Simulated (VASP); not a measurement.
Input of a VASP 6.6.1 run:

The input INCAR:

```
SYSTEM = TaN
PREC = Accurate
ENCUT = 520
EDIFF = 1E-7
ISMEAR = 0
SIGMA = 0.15
LREAL = .FALSE.
LASPH = .TRUE.
NELM = 100
ALGO = Normal
ISIF = 2
LWAVE = .FALSE.
LCHARG = .FALSE.
GGA = PS
NBANDS = 15
```

File KPOINTS:

```
regular mesh
0
G
  20 20 20
  0 0 0
```

Contents of POSCAR:

```
TaN
1.0
    0.0916410018      2.2910250459      2.2910250459
    2.2910250459      0.0916410018      2.2910250459
    2.2910250459      2.2910250459      0.0916410018
Ta N
1 1
Direct
    0.5000000000      0.5000000000      0.5000000000
    0.0000000000      0.0000000000      0.0000000000
```

Potentials or basis: VASP PAW PBE potentials, release 64 (Ta_pv, N).

Launch:

```console
$ cat potpaw_PBE.64/Ta_pv/POTCAR potpaw_PBE.64/N/POTCAR > POTCAR
$ mpirun -np 1 vasp_std > vasp.out
```

Estimate the band gap on the k mesh.

zero (bands 8 and 9 overlap by 3.13 eV).

What does it give for the pressure?

-22.1 GPa.

Stress tensor (GPa, compression positive):
```
-22.11  -2.04  -2.04
 -2.04 -22.11  -2.04
 -2.04  -2.04 -22.11
```

Caveat: the cell stands under tension; the PAW data sets were made with another functional, which shifts forces and pressure a little; spin-orbit coupling is left out, which moves the levels of the heavy elements.
